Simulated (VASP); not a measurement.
# Sr2TiC2 (P6/mmm) in VASP: notebook

Sr2TiC2 is run at these levels: PBE; tasks: single point, relaxation of cell and atoms.

All numbers are computed with VASP 6.6.1; they aren't measurements. Logs are shortened: lines on timing, memory, paths and dates and some standing lists are left out, and cuts for length are marked.

### Step 1. The cell of the first run

It takes space group P6/mmm (No. 191, hexagonal). Conventional cell: a = 6.237 Å, b = 6.237 Å, c = 4.815 Å, α = 90.00°, β = 90.00°, γ = 120.00°. Sr (site symmetry -6m2) has 2 C at 2.41 Å within 3.2 Å. Within 4.9 Å of Ti (site symmetry 6/mmm) lie 6 Sr at 3.60 Å and 12 C at 4.33 Å and 2 Ti at 4.81 Å. Within 3.2 Å of C (site symmetry -6m2) lie 2 Sr at 2.41 Å.

The cell was generated, and may not be a known phase.

### Step 2. Single point, PBE, collinear spin

The input, INCAR:

```
SYSTEM = Sr2TiC2
ALGO     = Normal         ! electronic algorithm
EDIFF    = 1E-7           ! SCF threshold, eV
ENCUT    = 520            ! plane-wave cutoff, eV
GGA      = PE             ! functional
ISIF     = 2              ! what is computed and relaxed
ISMEAR   = 0              ! smearing method
ISPIN    = 2              ! spin polarisation
LASPH    = .TRUE.         ! aspherical terms in the spheres
LCHARG   = .FALSE.        ! write CHGCAR
LMAXMIX  = 4              ! l up to which the mixer works
LORBIT   = 11             ! projections on sites
LREAL    = .FALSE.        ! projectors in reciprocal space
LWAVE    = .FALSE.        ! write WAVECAR
MAGMOM   = 0 0 2.41 -0.31 -0.31 ! initial moments
NBANDS   = 32             ! bands
NELM     = 150            ! most SCF steps
PREC     = Accurate       ! precision mode
SIGMA    = 0.1            ! smearing width, eV
```

The input, KPOINTS:

```
k-points
0
G
  6 6 8
  0 0 0
```

The input, POSCAR:

```
Sr2TiC2
1.0
    6.2366624800      0.0000000000      0.0000000000
   -3.1183312400      5.4011081425      0.0000000000
    0.0000000000      0.0000000000      4.8149494932
Sr Ti C
2 1 2
Direct
    0.3333333333      0.6666666667      0.5000000000
    0.6666666667      0.3333333333      0.5000000000
    0.0000000000      0.0000000000      0.5000000000
    0.3333333333      0.6666666667      0.0000000000
    0.6666666667      0.3333333333      0.0000000000
```

Potentials or basis: VASP PAW PBE potentials, release 64 (Sr_sv, Ti_sv, C).

Command:

```console
$ cat potpaw_PBE.64/Sr_sv/POTCAR potpaw_PBE.64/Ti_sv/POTCAR potpaw_PBE.64/C/POTCAR > POTCAR
$ mpirun -np 1 vasp_std > vasp.out
```

OUTCAR:

```text
SYSTEM = Sr2TiC2
   EDIFF = 1E-7
   ENCUT = 520
   GGA = PE
   ISIF = 2
   ISMEAR = 0
   ISPIN = 2
   LASPH = .TRUE.
   LORBIT = 11
   LREAL = .FALSE.
   NELM = 150
   PREC = Accurate

 ion  position               nearest neighbor table
   1  0.333  0.667  0.500-   4 2.41   4 2.41   2 3.60   3 3.60   2 3.60   3 3.60   3 3.60   2 3.60

   2  0.667  0.333  0.500-   5 2.41   5 2.41   1 3.60   3 3.60   1 3.60   3 3.60   3 3.60   1 3.60

   3  0.000  0.000  0.500-   1 3.60   2 3.60   1 3.60   2 3.60   2 3.60   1 3.60
   4  0.333  0.667  0.000-   1 2.41   1 2.41
   5  0.667  0.333  0.000-   2 2.41   2 2.41

  LATTYP: Found a hexagonal cell.
 ALAT       =     6.2366624800
 C/A-ratio  =     0.7720394536

  Lattice vectors:

 A1 = (   6.2366624800,   0.0000000000,   0.0000000000)
 A2 = (  -3.1183312400,   5.4011081425,   0.0000000000)
 A3 = (   0.0000000000,   0.0000000000,   4.8149494932)

Analysis of symmetry for initial positions (statically):
=====================================================================
 Subroutine PRICEL returns:
 Original cell was already a primitive cell.

 Routine SETGRP: Setting up the symmetry group for a
 hexagonal supercell.

 Subroutine GETGRP returns: Found 24 space group operations
 (whereof 24 operations were pure point group operations)
 out of a pool of 24 trial point group operations.

The static configuration has the point symmetry D_6h.

Analysis of symmetry for dynamics (positions and initial velocities):
=====================================================================
 Subroutine PRICEL returns:
 Original cell was already a primitive cell.

 Routine SETGRP: Setting up the symmetry group for a
 hexagonal supercell.

 Subroutine GETGRP returns: Found 24 space group operations
 (whereof 24 operations were pure point group operations)
 out of a pool of 24 trial point group operations.

The dynamic configuration has the point symmetry D_6h.

Analysis of structural, dynamic, and magnetic symmetry:
=====================================================================
 Subroutine PRICEL returns:
 Original cell was already a primitive cell.

 Routine SETGRP: Setting up the symmetry group for a
 hexagonal supercell.

 Subroutine GETGRP returns: Found 24 space group operations
 (whereof 24 operations were pure point group operations)
 out of a pool of 24 trial point group operations.

The overall configuration has the point symmetry D_6h.

 Subroutine INISYM returns: Found 24 space group operations
 (whereof 24 operations are pure point group operations),
 and found     1 'primitive' translations

----------------------------------------------------------------------------------------

                                     Primitive cell

  volume of cell :     162.1910

  direct lattice vectors                    reciprocal lattice vectors
     6.236662480  0.000000000  0.000000000     0.160342171  0.092573595  0.000000000
    -3.118331240  5.401108143  0.000000000     0.000000000  0.185147191  0.000000000
     0.000000000  0.000000000  4.814949493     0.000000000  0.000000000  0.207686498

  length of vectors
     6.236662480  6.236662480  4.814949493     0.185147191  0.185147191  0.207686498

  position of ions in fractional coordinates (direct lattice)
     0.333333333  0.666666667  0.500000000
     0.666666667  0.333333333  0.500000000
     0.000000000  0.000000000  0.500000000
     0.333333333  0.666666667  0.000000000
     0.666666667  0.333333333  0.000000000

  ion indices of the primitive-cell ions
   primitive index   ion index
                 1           1
                 2           2
                 3           3
                 4           4
                 5           5

----------------------------------------------------------------------------------------

 KPOINTS: k-points

Automatic generation of k-mesh.
 Grid dimensions read from file:
 generate k-points for:    6    6    8

 Generating k-lattice:

  Cartesian coordinates                     Fractional coordinates (reciprocal lattice)
     0.026723695  0.015428933  0.000000000     0.166666667  0.000000000  0.000000000
     0.000000000  0.030857865  0.000000000     0.000000000  0.166666667  0.000000000
     0.000000000  0.000000000  0.025960812     0.000000000  0.000000000  0.125000000

  Length of vectors
     0.030857865  0.030857865  0.025960812

  Shift w.r.t. Gamma in fractional coordinates (k-lattice)
     0.000000000  0.000000000  0.000000000

 Subroutine IBZKPT returns following result:
 ===========================================

 Found     35 irreducible k-points:

 Following reciprocal coordinates:
            Coordinates               Weight
  0.000000  0.000000  0.000000      1.000000
  0.166667 -0.000000  0.000000      6.000000
  0.333333 -0.000000  0.000000      6.000000
  0.500000 -0.000000  0.000000      3.000000
  0.166667  0.166667  0.000000      6.000000
  0.333333  0.166667  0.000000     12.000000
[... 16 lines left out ...]
  0.166667 -0.000000  0.375000     12.000000
  0.333333 -0.000000  0.375000     12.000000
 [... further k-points ...]
   k-points           NKPTS =     35   k-points in BZ     NKDIM =     35   number of bands    NBANDS=     32
   number of dos      NEDOS =    301   number of ions     NIONS =      5
   total plane-waves  NPLWV =  82944
   dimension x,y,z NGX =    48 NGY =   48 NGZ =   36
   dimension x,y,z NGXF=    96 NGYF=   96 NGZF=   72
   ions per type =               2   1   2
   NGX,Y,Z   is equivalent  to a cutoff of  12.79, 12.79, 12.43 a.u.
   NGXF,Y,Z  is equivalent  to a cutoff of  25.59, 25.59, 24.86 a.u.
 SYSTEM =  Sr2TiC2
   PREC   = accura    normal or accurate (medium, high low for compatibility)
   ISTART =      0    job   : 0-new  1-cont  2-samecut
   ICHARG =      2    charge: 1-file 2-atom 10-const
   ISPIN  =      2    spin polarized calculation?
   LNONCOLLINEAR =      F non collinear calculations
   LSORBIT =      F    spin-orbit coupling
   LASPH  =      T    aspherical Exc in radial PAW
   ENCUT  =  520.0 eV  38.22 Ry    6.18 a.u.  11.60 11.60  8.95*2*pi/ulx,y,z
   NELM   =    150;   NELMIN=  2; NELMDL= -5     # of ELM steps
   EDIFF  = 0.1E-06   stopping-criterion for ELM
   LREAL  =      F    real-space projection
   EDIFFG = 0.1E-05   stopping-criterion for IOM
   NSW    =      0    number of steps for IOM
   IBRION =     -1    ionic relax: 0-MD 1-quasi-New 2-CG
   NFREE  =      0    steps in history (QN), initial steepest desc. (CG)
   ISIF   =      2    stress and relaxation
   ISYM   =      2    0-nonsym 1-usesym 2-fastsym
   POTIM  = 0.5000    time-step for ionic-motion
   TEBEG  =    0.0;   TEEND  =   0.0 temperature during run
   PSTRESS=    0.0 pullay stress
   NELECT =      40.0000    total number of electrons
   NUPDOWN=      -1.0000    fix difference up-down
   EMIN   =  10.00;   EMAX   =-10.00  energy-range for DOS
   EFERMI =   0.00;   METHOD = LEGACY
   ISMEAR =     0;   SIGMA  =   0.10  broadening in eV -4-tet -1-fermi 0-gaus
   EFERMI_NEDOS =   21; number of points for ismear=-14 and -15
   IALGO  =     38    algorithm
   IMIX   =      4    mixing-type and parameters
     AMIX     =   0.40;   BMIX     =  1.00
     AMIX_MAG =   1.60;   BMIX_MAG =  1.00
  volume/ion in A,a.u.               =      32.44       218.90
  Fermi-wavevector in a.u.,A,eV,Ry     =   1.026642  1.940073 14.340468  1.053995
  Thomas-Fermi vector in A             =   2.160546
   LORBIT       =     11    0 simple, 1 ext, 2 COOP (PROOUT), +10 PAW based schemes
   GGA     = PE    functional components
   LHFCALC =     F    Hartree Fock is set to
   AEXX    =    0.0000 exact exchange contribution
   IVDW    =     0    specifies the selected vdW correction
   LEPSILON=     F    determine dielectric tensor
   LRPA    =     F    only Hartree local field effects (RPA)
 spin polarized calculation
 Gauss-broadening in eV      SIGMA  =   0.10
  energy-cutoff  :      520.00
  volume of cell :      162.19
 maximum number of plane-waves:      4422
 NGX is ok and might be reduce to    48
   NGX = 23   NGY = 23   NGZ = 17

 number of electron      40.0000001 magnetization      -0.0021134

 number of electron      40.0000001 magnetization       0.1007191

 Free energy of the ion-electron system (eV)
  ---------------------------------------------------
  ext. energy  EPLUGINS =         0.00000000
  ---------------------------------------------------
  free energy    TOTEN  =       -15.26697294 eV

  energy without entropy =      -15.20368065  energy(sigma->0) =      -15.23532679

 E-fermi :   1.0339     XC(G=0):  -7.8889

 val. band max:        1.0287483416   @ k =   0.0000   0.0000   0.1250
 cond. band min:       1.0384874155   @ k =   0.3333  -0.0000   0.3750
 fundamental gap:      0.0097390740
 Fermi energy:         1.0338640063

 spin component 1

 k-point     1 :       0.0000    0.0000    0.0000
  band No.  band energies     occupation
      1     -56.4769      1.00000
      2     -33.7105      1.00000
      3     -33.6454      1.00000
      4     -32.7962      1.00000
      5     -32.7962      1.00000
      6     -32.6232      1.00000
[... 829 lines left out ...]
     31       4.3464      0.00000
     32       6.7066      0.00000

 [... further k-points ...]

 spin component 2

 k-point     1 :       0.0000    0.0000    0.0000
  band No.  band energies     occupation
      1     -56.7412      1.00000
      2     -33.6942      1.00000
      3     -33.6296      1.00000
      4     -33.4290      1.00000
      5     -32.7848      1.00000
      6     -32.7848      1.00000
[... 829 lines left out ...]
     31       4.4391      0.00000
     32       6.7866      0.00000

 [... further k-points ...]

------------------------ aborting loop because EDIFF is reached ----------------------------------------

  FORCE on cell =-STRESS in cart. coord.  units (eV):
  Direction    XX          YY          ZZ          XY          YZ          ZX
  --------------------------------------------------------------------------------------
  -------------------------------------------------------------------------------------
  Total       -0.5512752     -0.5512752      0.5305630      0.0000000      0.0000000      0.0000000
  in kB       -5.4456805     -5.4456805      5.2410786      0.0000000      0.0000000      0.0000000
  external PRESSURE =      -1.8834275 kB  Pullay stress =       0.0000000 kB

 VOLUME and BASIS-vectors are now :
 -----------------------------------------------------------------------------
  energy-cutoff  :      520.00
  volume of cell :      162.19
      direct lattice vectors                 reciprocal lattice vectors
     6.236662480  0.000000000  0.000000000     0.160342171  0.092573595  0.000000000
    -3.118331240  5.401108143  0.000000000     0.000000000  0.185147191  0.000000000
     0.000000000  0.000000000  4.814949493     0.000000000  0.000000000  0.207686498

 POSITION                                       TOTAL-FORCE (eV/Angst)
 -----------------------------------------------------------------------------------
     -0.00000      3.60074      2.40747         0.000000     -0.000000      0.000000
      3.11833      1.80037      2.40747        -0.000000     -0.000000      0.000000
      0.00000      0.00000      2.40747        -0.000000     -0.000000      0.000000
     -0.00000      3.60074      0.00000         0.000000     -0.000000     -0.000000
      3.11833      1.80037      0.00000        -0.000000      0.000000      0.000000
 -----------------------------------------------------------------------------------
    total drift:                               -0.000000      0.000000      0.000000

  FREE ENERGIE OF THE ION-ELECTRON SYSTEM (eV)
  ---------------------------------------------------
  free  energy   TOTEN  =       -15.2669729385 eV

  energy  without entropy=      -15.2036806489  energy(sigma->0) =      -15.23532679

 total charge

# of ion       s       p       d       tot
------------------------------------------
    1        2.052   5.734   0.342   8.128
    2        2.052   5.734   0.342   8.128
    3        2.229   5.949   1.869  10.048
    4        1.011   1.102   0.000   2.112
    5        1.011   1.102   0.000   2.112
--------------------------------------------------
tot          8.354  19.621   2.552  30.528

 magnetization (x)

# of ion       s       p       d       tot
------------------------------------------
    1        0.002   0.003   0.021   0.025
    2        0.002   0.003   0.021   0.025
    3        0.006   0.001  -0.267  -0.260
    4        0.002   0.059   0.000   0.061
    5        0.002   0.059   0.000   0.061
--------------------------------------------------
tot          0.014   0.125  -0.226  -0.087
```

It took 24 min on 1 thread of Intel Xeon 8259CL, shared host; peak memory 0.54 GiB.

What came out:

| Item | Value |
| --- | --- |
| Free energy | -15.2670 eV |
| Pressure | -0.2 GPa |
| Net moment | 0.10 μB per cell |
| Site moments | Sr +0.03; Ti -0.26; C +0.06 μB |
| Valence electrons inside the program's atomic spheres | Sr 8.13; Ti 10.05; C 2.11 |

Stress tensor (GPa, compression positive):
```
-0.54  0.00  0.00
 0.00 -0.54  0.00
 0.00  0.00  0.52
```

(Continued in part 2 of 2.)
